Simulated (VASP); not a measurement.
# BaZrO3 (Pm-3m) in VASP: notebook, part 3 of 3

VASP 6.6.1. The steps go on from the part before.

### 4 Relaxation of cell and atoms, LDA, target pressure 2 GPa, at which the enthalpy is minimised

Contents of INCAR:

```
ALGO = Normal
EDIFF = 1E-7
EDIFFG = -0.1
ENCUT = 600
GGA = CA
IBRION = 2
ISIF = 3
ISMEAR = 0
LASPH = True
LCHARG = False
LREAL = False
LWAVE = False
NELM = 80
NSW = 60
PREC = Accurate
PSTRESS = 20.0
SIGMA = 0.01
```

Contents of KPOINTS:

```
k-points
0
Gamma
  3 3 3
```

Contents of POSCAR:

```
BaZrO3
1.0
    4.1913400000      0.0000000000      0.0000000000
    0.0000000000      4.1913400000      0.0000000000
    0.0000000000      0.0000000000      4.1913400000
Ba Zr O
1 1 3
Direct
    0.0000000000      0.0000000000      0.0000000000
    0.5000000000      0.5000000000      0.5000000000
    0.0000000000      0.5000000000      0.5000000000
    0.5000000000      0.0000000000      0.5000000000
    0.5000000000      0.5000000000      0.0000000000
```

Potentials or basis: VASP PAW LDA potentials, release 64 (Ba_sv, Zr_sv, O).

Command:

```console
$ cat potpaw_LDA.64/Ba_sv/POTCAR potpaw_LDA.64/Zr_sv/POTCAR potpaw_LDA.64/O/POTCAR > POTCAR
$ mpirun -np 1 vasp_std > vasp.out
```

OUTCAR:

```text
EDIFF = 1E-7
   EDIFFG = -0.1
   ENCUT = 600
   GGA = CA
   IBRION = 2
   ISIF = 3
   ISMEAR = 0
   LASPH = True
   LREAL = False
   NELM = 80
   NSW = 60
   PREC = Accurate
   PSTRESS = 20.0

 ion  position               nearest neighbor table
   1  0.000  0.000  0.000-   3 2.96   4 2.96   5 2.96   3 2.96   4 2.96   3 2.96   5 2.96   3 2.96
                             4 2.96   5 2.96   4 2.96   5 2.96   2 3.63   2 3.63   2 3.63   2 3.63
   2  0.500  0.500  0.500-   3 2.10   4 2.10   5 2.10   5 2.10   4 2.10   3 2.10   1 3.63   1 3.63
                             1 3.63   1 3.63   1 3.63   1 3.63   1 3.63   1 3.63
   3  0.000  0.500  0.500-   2 2.10   2 2.10   1 2.96   1 2.96   1 2.96   1 2.96
   4  0.500  0.000  0.500-   2 2.10   2 2.10   1 2.96   1 2.96   1 2.96   1 2.96
   5  0.500  0.500  0.000-   2 2.10   2 2.10   1 2.96   1 2.96   1 2.96   1 2.96

  LATTYP: Found a simple cubic cell.
 ALAT       =     4.1913400000

  Lattice vectors:

 A1 = (   4.1913400000,   0.0000000000,   0.0000000000)
 A2 = (   0.0000000000,   4.1913400000,   0.0000000000)
 A3 = (   0.0000000000,   0.0000000000,   4.1913400000)

Analysis of symmetry for initial positions (statically):
=====================================================================
 Subroutine PRICEL returns:
 Original cell was already a primitive cell.

 Routine SETGRP: Setting up the symmetry group for a
 simple cubic supercell.

 Subroutine GETGRP returns: Found 48 space group operations
 (whereof 48 operations were pure point group operations)
 out of a pool of 48 trial point group operations.

The static configuration has the point symmetry O_h .

Analysis of symmetry for dynamics (positions and initial velocities):
=====================================================================
 Subroutine PRICEL returns:
 Original cell was already a primitive cell.

 Routine SETGRP: Setting up the symmetry group for a
 simple cubic supercell.

 Subroutine GETGRP returns: Found 48 space group operations
 (whereof 48 operations were pure point group operations)
 out of a pool of 48 trial point group operations.

The dynamic configuration has the point symmetry O_h .

 Subroutine INISYM returns: Found 48 space group operations
 (whereof 48 operations are pure point group operations),
 and found     1 'primitive' translations

----------------------------------------------------------------------------------------

                                     Primitive cell

  volume of cell :      73.6307

  direct lattice vectors                    reciprocal lattice vectors
     4.191340000  0.000000000  0.000000000     0.238587182  0.000000000  0.000000000
     0.000000000  4.191340000  0.000000000     0.000000000  0.238587182  0.000000000
     0.000000000  0.000000000  4.191340000     0.000000000  0.000000000  0.238587182

  length of vectors
     4.191340000  4.191340000  4.191340000     0.238587182  0.238587182  0.238587182

  position of ions in fractional coordinates (direct lattice)
     0.000000000  0.000000000  0.000000000
     0.500000000  0.500000000  0.500000000
     0.000000000  0.500000000  0.500000000
     0.500000000  0.000000000  0.500000000
     0.500000000  0.500000000  0.000000000

  ion indices of the primitive-cell ions
   primitive index   ion index
                 1           1
                 2           2
                 3           3
                 4           4
                 5           5

----------------------------------------------------------------------------------------

 KPOINTS: k-points

Automatic generation of k-mesh.
 Grid dimensions read from file:
 generate k-points for:    3    3    3

 Generating k-lattice:

  Cartesian coordinates                     Fractional coordinates (reciprocal lattice)
     0.079529061  0.000000000  0.000000000     0.333333333  0.000000000  0.000000000
     0.000000000  0.079529061  0.000000000     0.000000000  0.333333333  0.000000000
     0.000000000  0.000000000  0.079529061     0.000000000  0.000000000  0.333333333

  Length of vectors
     0.079529061  0.079529061  0.079529061

  Shift w.r.t. Gamma in fractional coordinates (k-lattice)
     0.000000000  0.000000000  0.000000000

 Subroutine IBZKPT returns following result:
 ===========================================

 Found      4 irreducible k-points:

 Following reciprocal coordinates:
            Coordinates               Weight
  0.000000  0.000000  0.000000      1.000000
  0.333333  0.000000  0.000000      6.000000
  0.333333  0.333333  0.000000     12.000000
  0.333333  0.333333  0.333333      8.000000
   k-points           NKPTS =      4   k-points in BZ     NKDIM =      4   number of bands    NBANDS=     24
   number of dos      NEDOS =    301   number of ions     NIONS =      5
   total plane-waves  NPLWV =  46656
   dimension x,y,z NGX =    36 NGY =   36 NGZ =   36
   dimension x,y,z NGXF=    72 NGYF=   72 NGZF=   72
   ions per type =               1   1   3
   NGX,Y,Z   is equivalent  to a cutoff of  14.28, 14.28, 14.28 a.u.
   NGXF,Y,Z  is equivalent  to a cutoff of  28.56, 28.56, 28.56 a.u.
 SYSTEM =  unknown system
   PREC   = accura    normal or accurate (medium, high low for compatibility)
   ISTART =      0    job   : 0-new  1-cont  2-samecut
   ICHARG =      2    charge: 1-file 2-atom 10-const
   ISPIN  =      1    spin polarized calculation?
   LNONCOLLINEAR =      F non collinear calculations
   LSORBIT =      F    spin-orbit coupling
   LASPH  =      T    aspherical Exc in radial PAW
   ENCUT  =  600.0 eV  44.10 Ry    6.64 a.u.   8.37  8.37  8.37*2*pi/ulx,y,z
   NELM   =     80;   NELMIN=  2; NELMDL= -5     # of ELM steps
   EDIFF  = 0.1E-06   stopping-criterion for ELM
   LREAL  =      F    real-space projection
   EDIFFG = -.1E+00   stopping-criterion for IOM
   NSW    =     60    number of steps for IOM
   IBRION =      2    ionic relax: 0-MD 1-quasi-New 2-CG
   NFREE  =      1    steps in history (QN), initial steepest desc. (CG)
   ISIF   =      3    stress and relaxation
   ISYM   =      2    0-nonsym 1-usesym 2-fastsym
   POTIM  = 0.5000    time-step for ionic-motion
   TEBEG  =    0.0;   TEEND  =   0.0 temperature during run
   PSTRESS=   20.0 pullay stress
   NELECT =      40.0000    total number of electrons
   NUPDOWN=      -1.0000    fix difference up-down
   EMIN   =  10.00;   EMAX   =-10.00  energy-range for DOS
   EFERMI =   0.00;   METHOD = LEGACY
   ISMEAR =     0;   SIGMA  =   0.01  broadening in eV -4-tet -1-fermi 0-gaus
   EFERMI_NEDOS =   21; number of points for ismear=-14 and -15
   IALGO  =     38    algorithm
   IMIX   =      4    mixing-type and parameters
     AMIX     =   0.40;   BMIX     =  1.00
     AMIX_MAG =   1.60;   BMIX_MAG =  1.00
  volume/ion in A,a.u.               =      14.73        99.38
  Fermi-wavevector in a.u.,A,eV,Ry     =   1.335802  2.524299 24.277770  1.784366
  Thomas-Fermi vector in A             =   2.464478
   LORBIT       =      0    0 simple, 1 ext, 2 COOP (PROOUT), +10 PAW based schemes
   GGA     = CA    functional components
   LHFCALC =     F    Hartree Fock is set to
   AEXX    =    0.0000 exact exchange contribution
   IVDW    =     0    specifies the selected vdW correction
   LEPSILON=     F    determine dielectric tensor
   LRPA    =     F    only Hartree local field effects (RPA)
 conjugate gradient relaxation of ions
 non-spin polarized calculation
 Gauss-broadening in eV      SIGMA  =   0.01
  energy-cutoff  :      600.00
  volume of cell :       73.63
 maximum number of plane-waves:      2517
 NGX is ok and might be reduce to    36
   NGX = 17   NGY = 17   NGZ = 17

--------------------------------------- Ionic step        1  -------------------------------------------

 number of electron      40.0000010 magnetization

 Free energy of the ion-electron system (eV)
  ---------------------------------------------------
  ext. energy  EPLUGINS =         0.00000000
  ---------------------------------------------------
  free energy    TOTEN  =       -45.65824007 eV

  energy without entropy =      -45.65824007  energy(sigma->0) =      -45.65824007

------------------------ aborting loop because EDIFF is reached ----------------------------------------

  FORCE on cell =-STRESS in cart. coord.  units (eV):
  Direction    XX          YY          ZZ          XY          YZ          ZX
  --------------------------------------------------------------------------------------
  -------------------------------------------------------------------------------------
  Total       -1.7483803     -1.7483803     -1.7483803     -0.0000000     -0.0000000      0.0000000
  in kB      -38.0441441    -38.0441441    -38.0441441     -0.0000000     -0.0000000      0.0000000
  external PRESSURE =     -58.0441441 kB  Pullay stress =      20.0000000 kB
[... 67 lines left out ...]
  enthalpy is  TOTEN    =       -44.7033595265 eV   P V=        0.8499745917

--------------------------------------- Ionic step        3  -------------------------------------------

 number of electron      39.9999989 magnetization

 Free energy of the ion-electron system (eV)
  ---------------------------------------------------
  ext. energy  EPLUGINS =         0.00000000
  ---------------------------------------------------
  free energy    TOTEN  =       -45.67385193 eV

  energy without entropy =      -45.67385193  energy(sigma->0) =      -45.67385193

 E-fermi :   3.6580     XC(G=0): -11.4046

 val. band max:        3.5575595118   @ k =   0.0000   0.0000   0.0000
 cond. band min:       6.8379933453   @ k =   0.0000   0.0000   0.0000
 fundamental gap:      3.2804338334
 Fermi energy:         3.6580053881

 k-point     1 :       0.0000    0.0000    0.0000
  band No.  band energies     occupation
      1     -42.7759      2.00000
      2     -21.3132      2.00000
      3     -21.1602      2.00000
      4     -21.1602      2.00000
      5     -21.1602      2.00000
      6     -12.3808      2.00000
[... 129 lines left out ...]
  FREE ENERGIE OF THE ION-ELECTRON SYSTEM (eV)
  ---------------------------------------------------
  free  energy   TOTEN  =       -45.6738519266 eV

  energy  without entropy=      -45.6738519266  energy(sigma->0) =      -45.67385193

  enthalpy is  TOTEN    =       -44.7852558768 eV   P V=        0.8885960498

 reached required accuracy - stopping structural energy minimisation
```

CONTCAR:

```text
BaZrO3
   1.00000000000000
     4.1443999043214115   -0.0000000000000000    0.0000000000000000
    -0.0000000000000000    4.1443999043214115   -0.0000000000000000
     0.0000000000000000   -0.0000000000000000    4.1443999043214115
  Ba              Zr              O
     1     1     3
Direct
     0.0000000000000000    0.0000000000000000    0.0000000000000000
     0.5000000000000000    0.5000000000000000    0.5000000000000000
     0.0000000000000000    0.5000000000000000    0.5000000000000000
     0.5000000000000000    0.0000000000000000    0.5000000000000000
     0.5000000000000000    0.5000000000000000    0.0000000000000000

  0.00000000E+00  0.00000000E+00  0.00000000E+00
  0.00000000E+00  0.00000000E+00  0.00000000E+00
  0.00000000E+00  0.00000000E+00  0.00000000E+00
  0.00000000E+00  0.00000000E+00  0.00000000E+00
  0.00000000E+00  0.00000000E+00  0.00000000E+00
```

Run time: 29 s. Hardware: 1 thread of Intel Xeon 6975P-C, shared host; peak memory 0.18 GiB.

What came out:

```yaml
Free_energy: -45.6739 eV
Relaxed_volume: 14.24 Å³/atom
Relaxed_cell: a = 4.144 Å, b = 4.144 Å, c = 4.144 Å, α = 90.00°, β = 90.00°, γ = 90.00°
Space_group_after_relaxing_to_0.05_Å: Pm-3m (No. 221)
Energy_change_on_relaxing_the_enthalpy_is_what_falls: -3.1 meV/atom
Ionic_steps: 3
Pressure_after_relaxing: 1.9 GPa
Band_gap_on_the_k_mesh: 3.28 eV, direct
```

Step by step:
```csv
step,energy change (eV),largest force (eV/Å),pressure (GPa),volume (Å³)
1,0.0000,0.0000,-3.80,73.63
2,0.1049,0.0000,10.90,68.09
3,-0.0156,0.0000,1.94,71.18
```

Final structure:
```yaml
crystal:
  lattice:
    - [4.14440, 0.00000, 0.00000]
    - [0.00000, 4.14440, 0.00000]
    - [0.00000, 0.00000, 4.14440]
  atoms:
    - { symbol: Ba, position: [0.00000, 0.00000, 0.00000] }
    - { symbol: Zr, position: [0.50000, 0.50000, 0.50000] }
    - { symbol: O, position: [0.00000, 0.50000, 0.50000] }
    - { symbol: O, position: [0.50000, 0.00000, 0.50000] }
    - { symbol: O, position: [0.50000, 0.50000, 0.00000] }
```

Levels at points of the mesh, in eV from the valence-band top:
| k point | band 17 | band 18 | band 19 | band 20 | band 21 | band 22 | band 23 | band 24 |
| --- | --- | --- | --- | --- | --- | --- | --- | --- |
| (0.00, 0.00, 0.00) | -0.88 | 0.00 | 0.00 | 0.00 | 3.28 | 3.28 | 3.28 | 4.72 |

Caveat: the k points lie up to 0.51 Å⁻¹ apart in the final cell; the cell is relaxed towards a set pressure, so the enthalpy falls and the energy may rise; spin-orbit coupling is left out, which moves the levels of the heavy elements. Zero-point motion and thermal expansion aren't in these numbers.

### 5 Relaxation of cell and atoms, LDA, target pressure 5 GPa, at which the enthalpy is minimised

Contents of INCAR:

```
PREC     = Accurate       # precision mode
ENCUT    = 600            # plane-wave cutoff, eV
EDIFF    = 1E-7           # SCF threshold, eV
ISMEAR   = 0              # smearing method
SIGMA    = 0.01           # smearing width, eV
LREAL    = F              # projectors in reciprocal space
LASPH    = T              # aspherical terms in the spheres
NELM     = 80             # most SCF steps
ALGO     = Normal         # electronic algorithm
ISIF     = 3              # what is computed and relaxed
LWAVE    = F              # write WAVECAR
LCHARG   = F              # write CHGCAR
GGA      = CA             # functional
IBRION   = 2              # ionic algorithm
NSW      = 60             # ionic steps
EDIFFG   = -0.1           # ionic threshold
PSTRESS  = 50.0
```

Contents of KPOINTS:

```
Automatic mesh
0
Gamma
  3 3 3
```

POSCAR is that of step 4.

Command:

```console
$ cat potpaw_LDA.64/Ba_sv/POTCAR potpaw_LDA.64/Zr_sv/POTCAR potpaw_LDA.64/O/POTCAR > POTCAR
$ mpirun -np 1 vasp_std > vasp.out
```

It took 27 s on 1 thread of Intel Xeon 6975P-C, shared host; peak memory 0.18 GiB.

Results (log left out):

```yaml
Free_energy: -45.6512 eV
Relaxed_volume: 14.02 Å³/atom
Relaxed_cell: a = 4.123 Å, b = 4.123 Å, c = 4.123 Å, α = 90.00°, β = 90.00°, γ = 90.00°
Space_group_after_relaxing_to_0.05_Å: Pm-3m (No. 221)
Energy_change_on_relaxing_the_enthalpy_is_what_falls: +1.4 meV/atom
Ionic_steps: 3
Pressure_after_relaxing: 4.8 GPa
Band_gap_on_the_k_mesh: 3.29 eV, direct
```

Step by step:
| step | energy change (eV) | largest force (eV/Å) | pressure (GPa) | volume (Å³) |
| --- | --- | --- | --- | --- |
| 1 | 0.0000 | 0.0000 | -3.80 | 73.63 |
| 2 | 0.3745 | 0.0000 | 20.86 | 65.34 |
| 3 | 0.0070 | 0.0000 | 4.83 | 70.10 |

Final structure:
```
CELL_PARAMETERS angstrom
4.12334 0.00000 0.00000
0.00000 4.12334 0.00000
0.00000 0.00000 4.12334
ATOMIC_POSITIONS crystal
Ba 0.00000 0.00000 0.00000
Zr 0.50000 0.50000 0.50000
O 0.00000 0.50000 0.50000
O 0.50000 0.00000 0.50000
O 0.50000 0.50000 0.00000
```

Levels at points of the mesh, in eV from the valence-band top:
```
           k point  band 16  band 17  band 18  band 19  band 20  band 21  band 22  band 23  band 24
(0.00, 0.00, 0.00)    -0.93    -0.93     0.00     0.00     0.00     3.29     3.29     3.29     4.72
```

Caveat: the k points lie up to 0.51 Å⁻¹ apart in the final cell; the cell is relaxed towards a set pressure, so the enthalpy falls and the energy may rise; spin-orbit coupling is left out, which moves the levels of the heavy elements. A k mesh can miss the band edges.

### 6 Relaxation of cell and atoms, LDA, target pressure 10 GPa, at which the enthalpy is minimised

Contents of INCAR:

```
SYSTEM = BaZrO3
ALGO     = Normal         ! electronic algorithm
EDIFF    = 1E-6           ! SCF threshold, eV
EDIFFG   = -0.1           ! ionic threshold
ENCUT    = 600            ! plane-wave cutoff, eV
IBRION   = 2              ! ionic algorithm
ISIF     = 3              ! what is computed and relaxed
ISMEAR   = 0              ! smearing method
LASPH    = .TRUE.         ! aspherical terms in the spheres
LCHARG   = .FALSE.        ! write CHGCAR
LREAL    = .FALSE.        ! projectors in reciprocal space
LWAVE    = .FALSE.        ! write WAVECAR
NELM     = 60             ! most SCF steps
NSW      = 60             ! ionic steps
PREC     = Accurate       ! precision mode
PSTRESS  = 100.0        
SIGMA    = 0.01           ! smearing width, eV
```

Contents of KPOINTS:

```
k-points
0
G
  3 3 3
  0 0 0
```

POSCAR is that of step 5.

Potentials or basis: VASP PAW LDA potentials, release 64 (Ba_sv, Zr_sv, O).

Command:

```console
$ cat potpaw_LDA.64/Ba_sv/POTCAR potpaw_LDA.64/Zr_sv/POTCAR potpaw_LDA.64/O/POTCAR > POTCAR
$ mpirun -np 1 vasp_std > vasp.out
```

Run time: 27 s. Hardware: 1 thread of Intel Xeon 6975P-C, shared host; peak memory 0.18 GiB.

Results (log left out):

| Quantity | Value |
| --- | --- |
| Free energy | -45.5816 eV |
| Relaxed volume | 13.71 Å³/atom |
| Relaxed cell | a = 4.092 Å, b = 4.092 Å, c = 4.092 Å, α = 90.00°, β = 90.00°, γ = 90.00° |
| Space group after relaxing (to 0.05 Å) | Pm-3m (No. 221) |
| Energy change on relaxing (the enthalpy is what falls) | +15.3 meV/atom |
| Ionic steps | 3 |
| Pressure after relaxing | 9.5 GPa |
| Band gap on the k mesh | 3.29 eV, direct |

Step by step:
```tsv
step	energy change (eV)	largest force (eV/Å)	pressure (GPa)	volume (Å³)
1	0.0000	0.0000	-3.81	73.63
2	1.2251	0.0000	42.01	60.92
3	0.0766	0.0000	9.48	68.54
```

Final structure:
```
CELL_PARAMETERS angstrom
4.09235 0.00000 0.00000
0.00000 4.09235 0.00000
0.00000 0.00000 4.09235
ATOMIC_POSITIONS crystal
Ba 0.00000 0.00000 0.00000
Zr 0.50000 0.50000 0.50000
O 0.00000 0.50000 0.50000
O 0.50000 0.00000 0.50000
O 0.50000 0.50000 0.00000
```

Levels at points of the mesh, in eV from the valence-band top:
| k point | band 18 | band 19 | band 20 | band 21 | band 22 | band 23 |
| --- | --- | --- | --- | --- | --- | --- |
| (0.00, 0.00, 0.00) | 0.00 | 0.00 | 0.00 | 3.29 | 3.29 | 3.29 |

Caveat: the k points lie up to 0.51 Å⁻¹ apart in the final cell; the cell is relaxed towards a set pressure, so the enthalpy falls and the energy may rise; spin-orbit coupling is left out, which moves the levels of the heavy elements. A k mesh can miss the band edges.

### 7 Summary

| cell | gap on the mesh (eV) | pressure (GPa) |
| --- | --- | --- |
| relaxed to -2 GPa | 3.27 | -2.0 |
| relaxed | 3.27 | 0.0 |
| relaxed to 2 GPa | 3.28 | 1.9 |
| relaxed to 5 GPa | 3.29 | 4.8 |
| relaxed to 10 GPa | 3.29 | 9.5 |

Alike in all rows: task relaxation of cell and atoms; level LDA; potentials or basis VASP PAW LDA potentials, release 64 (Ba_sv, Zr_sv, O); no spin polarisation; k mesh 3 × 3 × 3; cutoff (eV) 600; smearing gaussian 0.01 eV.

Caveats: all runs use coarse meshes; spin-orbit coupling is left out, which moves the levels of the heavy elements; the cell is relaxed towards a set pressure, so the enthalpy falls and the energy may rise (some runs).

Absolute energies hang on the potentials; compare differences alone.
